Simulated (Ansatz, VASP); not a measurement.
BAs in VASP and in Ansatz

```
CELL_PARAMETERS angstrom
0.00000 2.42775 2.42775
2.42775 0.00000 2.42775
2.42775 2.42775 0.00000
ATOMIC_POSITIONS crystal
B 0.00000 0.00000 0.00000
As 0.25000 0.25000 0.25000
```

Change from the starting cell: hydrostatic strain +1.5%.

Alike in both runs: task single point; functional HSE06; k mesh 6 × 6 × 6; no spin polarisation.

|  | VASP | Ansatz |
| --- | --- | --- |
| version | VASP 6.6.1 | Ansatz 0.2.0 |
| potentials or method | VASP PAW PBE potentials, release 64 (B, As) | plane waves, PAW |
| plane-wave cutoff (eV) | 520 | 420 |
| occupations | gaussian, width 0.01 eV | fixed |
| valence electrons in the cell | 8 | 18 |

```tsv
	VASP	Ansatz	Ansatz less VASP
gap on the k mesh at the Fermi level (eV)	1.98	1.97	-0.009
pressure (GPa)	-7.0	-6.8	+0.16
```

VASP's potentials hold 8 valence electrons a cell and Ansatz's 18, so a difference there can come from the potentials and not from the codes. Ansatz's warnings: stress exchange threshold loose, stress scf threshold loose.
